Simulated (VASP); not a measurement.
Set up this calculation in VASP 6.6.1, as the native input.

```yaml
Task: single point
Functional: PBEsol
Potentials_or_basis: VASP PAW PBE potentials, release 64 (Au, As)
Cutoff: 520 eV
k_mesh: 10 × 10 × 10
Occupations: gaussian, width 0.05 eV
Spin: no spin polarisation
Dipole_correction: no
Further_INCAR_settings: ALGO = Normal; EDIFF = 1e-06; NBANDS = 15
```

The structure of AsAu lies in POSCAR:

```
AsAu
1.0
    0.0000000000      2.6781036558      2.6781036558
    2.6781036558      0.0000000000      2.6781036558
    2.6781036558      2.6781036558      0.0000000000
Au As
1 1
Direct
    0.0000000000      0.0000000000      0.0000000000
    0.2500000000      0.2500000000      0.2500000000
```

These files were run (other wordings do the same):

INCAR

```
  PREC = Accurate
  ENCUT = 520
  EDIFF = 1E-6
  ISMEAR = 0
  SIGMA = 0.05
  LREAL = F
  LASPH = T
  NELM = 100
  ALGO = Normal
  ISIF = 2
  LWAVE = F
  LCHARG = F
  GGA = PS
  NBANDS = 15
```

KPOINTS

```
Automatic mesh
0
Gamma
  10 10 10
```

Potentials or basis: VASP PAW PBE potentials, release 64 (Au, As).

Run with:

```bash
$ cat potpaw_PBE.64/Au/POTCAR potpaw_PBE.64/As/POTCAR > POTCAR
$ mpirun -np 1 vasp_std > vasp.out
```

It gave:

```
Pressure               : 30.6 GPa
Band gap on the k mesh : zero (band 8 reaches 10.93 eV, above the bottom of band 9 at 5.47 eV)
```

Caveat: the PAW data sets were made with another functional, which shifts forces and pressure a little; spin-orbit coupling is left out, which moves the levels of the heavy elements.

Run time: 31 s on 1 thread of Intel(R) Xeon(R) Platinum 8488C (Sapphire Rapids), on a shared host, peak memory 0.17 GiB.
